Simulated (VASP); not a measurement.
# Be (Im-3m) in VASP: a series of runs

Runs on Be. Level: PBEsol. Tasks: single point.

Program: VASP 6.6.1. These are calculated values, not measurements. Logs are shortened: lines on timing, memory, paths and dates and some standing lists are left out, and cuts for length are marked.

## (1) The cell of the first run

Symmetry: Im-3m, No. 229, cubic system. Conventional cell: a = 1.979 Å, b = 1.979 Å, c = 1.979 Å, α = 90.00°, β = 90.00°, γ = 90.00°. Within 2.3 Å of Be (site symmetry m-3m) lie 14 Be at 1.71 to 1.98 Å.

## (2) Single point, PBEsol (volume scaled by 0.5)

INCAR reads:

```
SYSTEM = Be
PREC = Accurate ; ENCUT = 520
EDIFF = 1E-6 ; ISMEAR = -1
SIGMA = 0.1 ; LREAL = .False.
LASPH = .True. ; NELM = 80
ALGO = Normal ; ISIF = 2
LWAVE = .False. ; LCHARG = .False.
GGA = PS ; NBANDS = 7
```

KPOINTS reads:

```
Automatic mesh
0
Gamma
  23 23 23
  0 0 0
```

POSCAR reads:

```
Be
1.0
   -0.9894501814      0.9894501814      0.9894501814
    0.9894501814     -0.9894501814      0.9894501814
    0.9894501814      0.9894501814     -0.9894501814
Be
1
Direct
    0.0000000000      0.0000000000      0.0000000000
```

Potentials or basis: VASP PAW PBE potentials, release 64 (Be).

Launch:

```sh
> cat potpaw_PBE.64/Be/POTCAR > POTCAR
> mpirun -np 1 vasp_std > vasp.out
```

OUTCAR:

```text
SYSTEM = Be
   PREC = Accurate
   ENCUT = 520
   EDIFF = 1E-6
   ISMEAR = -1
   LREAL = .False.
   LASPH = .True.
   NELM = 80
   ISIF = 2
   GGA = PS

 ion  position               nearest neighbor table
   1  0.000  0.000  0.000-

  LATTYP: Found a body centered cubic cell.
 ALAT       =     1.9789003628

  Lattice vectors:

 A1 = (  -0.9894501814,   0.9894501814,   0.9894501814)
 A2 = (   0.9894501814,  -0.9894501814,   0.9894501814)
 A3 = (   0.9894501814,   0.9894501814,  -0.9894501814)

Analysis of symmetry for initial positions (statically):
=====================================================================
 Subroutine PRICEL returns:
 Original cell was already a primitive cell.

 Routine SETGRP: Setting up the symmetry group for a
 body centered cubic supercell.

 Subroutine GETGRP returns: Found 48 space group operations
 (whereof 48 operations were pure point group operations)
 out of a pool of 48 trial point group operations.

The static configuration has the point symmetry O_h .

Analysis of symmetry for dynamics (positions and initial velocities):
=====================================================================
 Subroutine PRICEL returns:
 Original cell was already a primitive cell.

 Routine SETGRP: Setting up the symmetry group for a
 body centered cubic supercell.

 Subroutine GETGRP returns: Found 48 space group operations
 (whereof 48 operations were pure point group operations)
 out of a pool of 48 trial point group operations.

The dynamic configuration has the point symmetry O_h .

 Subroutine INISYM returns: Found 48 space group operations
 (whereof 48 operations are pure point group operations),
 and found     1 'primitive' translations

----------------------------------------------------------------------------------------

                                     Primitive cell

  volume of cell :       3.8747

  direct lattice vectors                    reciprocal lattice vectors
    -0.989450181  0.989450181  0.989450181     0.000000000  0.505331152  0.505331152
     0.989450181 -0.989450181  0.989450181     0.505331152  0.000000000  0.505331152
     0.989450181  0.989450181 -0.989450181     0.505331152  0.505331152  0.000000000

  length of vectors
     1.713777986  1.713777986  1.713777986     0.714646169  0.714646169  0.714646169

  position of ions in fractional coordinates (direct lattice)
[... 64 lines left out ...]
   ions per type =               1
   NGX,Y,Z   is equivalent  to a cutoff of  13.58, 13.58, 13.58 a.u.
   NGXF,Y,Z  is equivalent  to a cutoff of  27.16, 27.16, 27.16 a.u.
 SYSTEM =  Be
   PREC   = accura    normal or accurate (medium, high low for compatibility)
   ISTART =      0    job   : 0-new  1-cont  2-samecut
   ICHARG =      2    charge: 1-file 2-atom 10-const
   ISPIN  =      1    spin polarized calculation?
   LNONCOLLINEAR =      F non collinear calculations
   LSORBIT =      F    spin-orbit coupling
   LASPH  =      T    aspherical Exc in radial PAW
   ENCUT  =  520.0 eV  38.22 Ry    6.18 a.u.   3.19  3.19  3.19*2*pi/ulx,y,z
   NELM   =     80;   NELMIN=  2; NELMDL= -5     # of ELM steps
   EDIFF  = 0.1E-05   stopping-criterion for ELM
   LREAL  =      F    real-space projection
[... 7 lines left out ...]
   TEBEG  =    0.0;   TEEND  =   0.0 temperature during run
   PSTRESS=    0.0 pullay stress
   NELECT =       2.0000    total number of electrons
   NUPDOWN=      -1.0000    fix difference up-down
   EMIN   =  10.00;   EMAX   =-10.00  energy-range for DOS
   EFERMI =   0.00;   METHOD = LEGACY
   ISMEAR =    -1;   SIGMA  =   0.10  broadening in eV -4-tet -1-fermi 0-gaus
   EFERMI_NEDOS =   21; number of points for ismear=-14 and -15
   IALGO  =     38    algorithm
   IMIX   =      4    mixing-type and parameters
     AMIX     =   0.40;   BMIX     =  1.00
     AMIX_MAG =   1.60;   BMIX_MAG =  1.00
  volume/ion in A,a.u.               =       3.87        26.15
  Fermi-wavevector in a.u.,A,eV,Ry     =   1.313220  2.481626 23.463892  1.724547
  Thomas-Fermi vector in A             =   2.443558
   LORBIT       =      0    0 simple, 1 ext, 2 COOP (PROOUT), +10 PAW based schemes
   GGA     = PS    functional components
   LHFCALC =     F    Hartree Fock is set to
   AEXX    =    0.0000 exact exchange contribution
   IVDW    =     0    specifies the selected vdW correction
   LEPSILON=     F    determine dielectric tensor
   LRPA    =     F    only Hartree local field effects (RPA)
 non-spin polarized calculation
  energy-cutoff  :      520.00
  volume of cell :        3.87
 maximum number of plane-waves:       116
 NGX is ok and might be reduce to    14
   NGX =  7   NGY =  7   NGZ =  7

 number of electron       2.0000000 magnetization

 Free energy of the ion-electron system (eV)
  ---------------------------------------------------
  ext. energy  EPLUGINS =         0.00000000
  ---------------------------------------------------
  free energy    TOTEN  =        -1.90461976 eV

  energy without entropy =       -1.90216530  energy(sigma->0) =       -1.90339253

 E-fermi :  15.6360     XC(G=0): -13.2200

 val. band max:       15.6163593370   @ k =  -0.3913  -0.3913   0.0870
 cond. band min:      15.7602516140   @ k =  -0.4348  -0.4783   0.3043
 fundamental gap:      0.1438922770
 Fermi energy:        15.6360272136

 k-point     1 :       0.0000    0.0000    0.0000
  band No.  band energies     occupation
      1      -0.5539      2.00000
      2      49.7374      0.00000
      3      49.7374      0.00000
      4      49.7374      0.00000
      5      64.4557      0.00000
      6      64.4557      0.00000
      7      64.4557      0.00000
[... 221 lines left out ...]
 k-point    24 :       0.0870    0.0870    0.0000
  band No.  band energies     occupation
      1       0.3056      2.00000
      2      43.3807      0.00000
      3      44.1835      0.00000
      4      46.8188      0.00000
      5      57.4861      0.00000
      6      58.3936      0.00000
      7      64.3814      0.00000

 [... further k-points ...]
[... 5 lines left out ...]
  --------------------------------------------------------------------------------------
  -------------------------------------------------------------------------------------
  Total        6.6421719      6.6421719      6.6421719      0.0000000      0.0000000      0.0000000
  in kB     2746.4955737   2746.4955737   2746.4955737      0.0000000      0.0000000      0.0000000
  external PRESSURE =    2746.4955737 kB  Pullay stress =       0.0000000 kB

 VOLUME and BASIS-vectors are now :
 -----------------------------------------------------------------------------
  energy-cutoff  :      520.00
  volume of cell :        3.87
      direct lattice vectors                 reciprocal lattice vectors
    -0.989450181  0.989450181  0.989450181     0.000000000  0.505331152  0.505331152
     0.989450181 -0.989450181  0.989450181     0.505331152  0.000000000  0.505331152
     0.989450181  0.989450181 -0.989450181     0.505331152  0.505331152  0.000000000

 POSITION                                       TOTAL-FORCE (eV/Angst)
 -----------------------------------------------------------------------------------
      0.00000      0.00000      0.00000        -0.000000      0.000000      0.000000
 -----------------------------------------------------------------------------------
    total drift:                               -0.000000     -0.000000      0.000000

  FREE ENERGIE OF THE ION-ELECTRON SYSTEM (eV)
  ---------------------------------------------------
  free  energy   TOTEN  =        -1.9046197620 eV

  energy  without entropy=       -1.9021652959  energy(sigma->0) =       -1.90339253
```

Run time: 5.8 s. Hardware: 1 thread of Intel Xeon 6975P-C, shared host; peak memory 0.11 GiB.

What came out:

```yaml
Free_energy: -1.9046 eV
Pressure: 274.6 GPa
Band_gap_on_the_k_mesh: zero (band 1 reaches 21.75 eV, above the bottom of band 2 at 13.27 eV)
```

Caveat: the PAW data sets were made with another functional, which shifts forces and pressure a little.

## (3) Single point, PBEsol (volume scaled by 0.58)

INCAR reads:

```
SYSTEM = Be
PREC     = Accurate       ! precision mode
ENCUT    = 520            ! plane-wave cutoff, eV
EDIFF    = 1E-7           ! SCF threshold, eV
ISMEAR   = -1             ! smearing method
SIGMA    = 0.1            ! smearing width, eV
LREAL    = .FALSE.        ! projectors in reciprocal space
LASPH    = .TRUE.         ! aspherical terms in the spheres
NELM     = 100            ! most SCF steps
ALGO     = Normal         ! electronic algorithm
ISIF     = 2              ! what is computed and relaxed
LWAVE    = .FALSE.        ! write WAVECAR
LCHARG   = .TRUE.         ! write CHGCAR
GGA      = PS             ! functional
LELF     = .TRUE.         ! ELF
LVHAR    = .TRUE.       
NBANDS   = 7              ! bands
```

KPOINTS reads:

```
Automatic mesh
0
G
  23 23 23
  0 0 0
```

POSCAR reads:

```
Be
1.0
   -1.0396326946      1.0396326946      1.0396326946
    1.0396326946     -1.0396326946      1.0396326946
    1.0396326946      1.0396326946     -1.0396326946
Be
1
Direct
    0.0000000000      0.0000000000      0.0000000000
```

Potentials or basis: VASP PAW PBE potentials, release 64 (Be).

Launch:

```sh
> cat potpaw_PBE.64/Be/POTCAR > POTCAR
> mpirun -np 1 vasp_std > vasp.out
```

Wall time 7.9 s (1 thread of Intel Xeon 6975P-C, shared host); peak memory 0.11 GiB.

It converged, with:

```
Free energy            : -2.7454 eV
Pressure               : 169.0 GPa
Band gap on the k mesh : zero (band 1 reaches 19.16 eV, above the bottom of band 2 at 11.60 eV)
```

Levels at points of the mesh, in eV from the Fermi level:
```csv
k point,band 1,band 2,band 3,band 4,band 5
"(0.00, 0.00, 0.00)",-15.46,30.35,30.35,30.35,44.27
```

Caveat: the PAW data sets were made with another functional, which shifts forces and pressure a little.

## (4) Single point, PBEsol (volume scaled by 0.58)

INCAR reads:

```
  PREC = Accurate
  ENCUT = 520
  EDIFF = 1E-7
  ISMEAR = -1
  SIGMA = 0.1
  LREAL = False
  LASPH = True
  NELM = 80
  ALGO = Normal
  ISIF = 2
  LWAVE = False
  LCHARG = False
  GGA = PS
  NBANDS = 7
```

KPOINTS reads:

```
Automatic mesh
0
Gamma
  23 23 23
```

POSCAR is that of step 3.

Launch:

```sh
> cat potpaw_PBE.64/Be/POTCAR > POTCAR
> mpirun -np 1 vasp_std > vasp.out
```

Run time: 8 s. Hardware: 1 thread of Intel Xeon 6975P-C, shared host; peak memory 0.11 GiB.

It converged, with:

```
Free energy            : -2.7454 eV
Pressure               : 169.0 GPa
Band gap on the k mesh : zero (band 1 reaches 19.16 eV, above the bottom of band 2 at 11.60 eV)
```

Levels at points of the mesh, in eV from the Fermi level:
```
           k point  band 1  band 2  band 3  band 4
(0.00, 0.00, 0.00)  -15.46   30.35   30.35   30.35
```

Caveat: the PAW data sets were made with another functional, which shifts forces and pressure a little.

## (5) Single point, PBEsol (volume scaled by 0.68)

INCAR reads:

```
SYSTEM = Be
ALGO     = Normal         ! electronic algorithm
EDIFF    = 1E-6           ! SCF threshold, eV
ENCUT    = 520            ! plane-wave cutoff, eV
GGA      = PS             ! functional
ISIF     = 2              ! what is computed and relaxed
ISMEAR   = -1             ! smearing method
LASPH    = .True.         ! aspherical terms in the spheres
LCHARG   = .False.        ! write CHGCAR
LREAL    = .False.        ! projectors in reciprocal space
LWAVE    = .False.        ! write WAVECAR
NBANDS   = 7              ! bands
NELM     = 100            ! most SCF steps
PREC     = Accurate       ! precision mode
SIGMA    = 0.1            ! smearing width, eV
```

KPOINTS reads:

```
k-points
0
Gamma
  23 23 23
  0 0 0
```

POSCAR reads:

```
Be
1.0
   -1.0962431734      1.0962431734      1.0962431734
    1.0962431734     -1.0962431734      1.0962431734
    1.0962431734      1.0962431734     -1.0962431734
Be
1
Direct
    0.0000000000      0.0000000000      0.0000000000
```

Potentials or basis: VASP PAW PBE potentials, release 64 (Be).

Launch:

```sh
> cat potpaw_PBE.64/Be/POTCAR > POTCAR
> mpirun -np 1 vasp_std > vasp.out
```

OUTCAR:

```text
SYSTEM = Be
   EDIFF = 1E-6
   ENCUT = 520
   GGA = PS
   ISIF = 2
   ISMEAR = -1
   LASPH = .True.
   LREAL = .False.
   NELM = 100
   PREC = Accurate

 ion  position               nearest neighbor table
   1  0.000  0.000  0.000-

  LATTYP: Found a body centered cubic cell.
 ALAT       =     2.1924863468

  Lattice vectors:

 A1 = (  -1.0962431734,   1.0962431734,   1.0962431734)
 A2 = (   1.0962431734,  -1.0962431734,   1.0962431734)
 A3 = (   1.0962431734,   1.0962431734,  -1.0962431734)

Analysis of symmetry for initial positions (statically):
=====================================================================
 Subroutine PRICEL returns:
 Original cell was already a primitive cell.

 Routine SETGRP: Setting up the symmetry group for a
 body centered cubic supercell.

 Subroutine GETGRP returns: Found 48 space group operations
 (whereof 48 operations were pure point group operations)
 out of a pool of 48 trial point group operations.

The static configuration has the point symmetry O_h .

Analysis of symmetry for dynamics (positions and initial velocities):
=====================================================================
 Subroutine PRICEL returns:
 Original cell was already a primitive cell.

 Routine SETGRP: Setting up the symmetry group for a
 body centered cubic supercell.

 Subroutine GETGRP returns: Found 48 space group operations
 (whereof 48 operations were pure point group operations)
 out of a pool of 48 trial point group operations.

The dynamic configuration has the point symmetry O_h .

 Subroutine INISYM returns: Found 48 space group operations
 (whereof 48 operations are pure point group operations),
 and found     1 'primitive' translations

----------------------------------------------------------------------------------------

                                     Primitive cell

[... 101 lines left out ...]
   EMIN   =  10.00;   EMAX   =-10.00  energy-range for DOS
   EFERMI =   0.00;   METHOD = LEGACY
   ISMEAR =    -1;   SIGMA  =   0.10  broadening in eV -4-tet -1-fermi 0-gaus
   EFERMI_NEDOS =   21; number of points for ismear=-14 and -15
   IALGO  =     38    algorithm
   IMIX   =      4    mixing-type and parameters
     AMIX     =   0.40;   BMIX     =  1.00
     AMIX_MAG =   1.60;   BMIX_MAG =  1.00
  volume/ion in A,a.u.               =       5.27        35.56
  Fermi-wavevector in a.u.,A,eV,Ry     =   1.185290  2.239873 19.114991  1.404912
  Thomas-Fermi vector in A             =   2.321487
   LORBIT       =      0    0 simple, 1 ext, 2 COOP (PROOUT), +10 PAW based schemes
   GGA     = PS    functional components
   LHFCALC =     F    Hartree Fock is set to
   AEXX    =    0.0000 exact exchange contribution
   IVDW    =     0    specifies the selected vdW correction
   LEPSILON=     F    determine dielectric tensor
   LRPA    =     F    only Hartree local field effects (RPA)
 non-spin polarized calculation
  energy-cutoff  :      520.00
  volume of cell :        5.27
 maximum number of plane-waves:       148
 NGX is ok and might be reduce to    14
   NGX =  7   NGY =  7   NGZ =  7

 number of electron       2.0000000 magnetization

 Free energy of the ion-electron system (eV)
  ---------------------------------------------------
  ext. energy  EPLUGINS =         0.00000000
  ---------------------------------------------------
  free energy    TOTEN  =        -3.35935251 eV

  energy without entropy =       -3.35607650  energy(sigma->0) =       -3.35771451

 E-fermi :  11.8472     XC(G=0): -12.0269

 val. band max:       11.8283635836   @ k =   0.3043   0.3043   0.0000
 cond. band min:      11.8692785706   @ k =   0.2609   0.2609   0.2174
 fundamental gap:      0.0409149869
 Fermi energy:        11.8471998314

 k-point     1 :       0.0000    0.0000    0.0000
  band No.  band energies     occupation
      1      -2.7397      2.00000
      2      38.6081      0.00000
      3      38.6081      0.00000
      4      38.6081      0.00000
      5      51.7194      0.00000
      6      51.7194      0.00000
      7      51.7194      0.00000
[... 221 lines left out ...]
 k-point    24 :       0.0870    0.0870    0.0000
  band No.  band energies     occupation
      1      -1.8605      2.00000
      2      33.9782      0.00000
      3      34.2422      0.00000
      4      36.5245      0.00000
      5      45.8937      0.00000
      6      46.6147      0.00000
      7      51.7603      0.00000

 [... further k-points ...]
[... 5 lines left out ...]
  --------------------------------------------------------------------------------------
  -------------------------------------------------------------------------------------
  Total        3.0316058      3.0316058      3.0316058      0.0000000      0.0000000      0.0000000
  in kB      921.7276389    921.7276389    921.7276389      0.0000000      0.0000000      0.0000000
  external PRESSURE =     921.7276389 kB  Pullay stress =       0.0000000 kB

 VOLUME and BASIS-vectors are now :
 -----------------------------------------------------------------------------
  energy-cutoff  :      520.00
  volume of cell :        5.27
      direct lattice vectors                 reciprocal lattice vectors
    -1.096243173  1.096243173  1.096243173     0.000000000  0.456103182  0.456103182
     1.096243173 -1.096243173  1.096243173     0.456103182  0.000000000  0.456103182
     1.096243173  1.096243173 -1.096243173     0.456103182  0.456103182  0.000000000

 POSITION                                       TOTAL-FORCE (eV/Angst)
 -----------------------------------------------------------------------------------
      0.00000      0.00000      0.00000        -0.000000     -0.000000     -0.000000
 -----------------------------------------------------------------------------------
    total drift:                                0.000000      0.000000      0.000000

  FREE ENERGIE OF THE ION-ELECTRON SYSTEM (eV)
  ---------------------------------------------------
  free  energy   TOTEN  =        -3.3593525086 eV

  energy  without entropy=       -3.3560765033  energy(sigma->0) =       -3.35771451
```

Run time: 5.5 s. Hardware: 1 thread of Intel Xeon 6975P-C, shared host; peak memory 0.11 GiB.

Results:

- Free energy: -3.3594 eV
- Pressure: 92.2 GPa
- Band gap on the k mesh: zero (band 1 reaches 16.67 eV, above the bottom of band 2 at 9.98 eV)

Levels at points of the mesh, in eV from the Fermi level:
```
           k point  band 1  band 2  band 3  band 4  band 5  band 6
(0.00, 0.00, 0.00)  -14.59   26.76   26.76   26.76   39.87   39.87
```

Caveat: the PAW data sets were made with another functional, which shifts forces and pressure a little.

## (6) The runs side by side

| cell | gap on the mesh (eV) | pressure (GPa) |
| --- | --- | --- |
| a = 1.714 Å, angles 109.5°, 1 atom | none | 274.6 |
| a = 1.801 Å, angles 109.5°, 1 atom | none | 169.0 |
| a = 1.899 Å, angles 109.5°, 1 atom | none | 92.2 |

Alike in all rows: task single point; level PBEsol; potentials or basis VASP PAW PBE potentials, release 64 (Be); no spin polarisation; k mesh 23 × 23 × 23; cutoff (eV) 520; smearing fermi-dirac 0.1 eV.

Caveats: the PAW data sets were made with another functional, which shifts forces and pressure a little.

Total energies depend on the potentials used, so only differences within one code and one set of settings carry meaning.
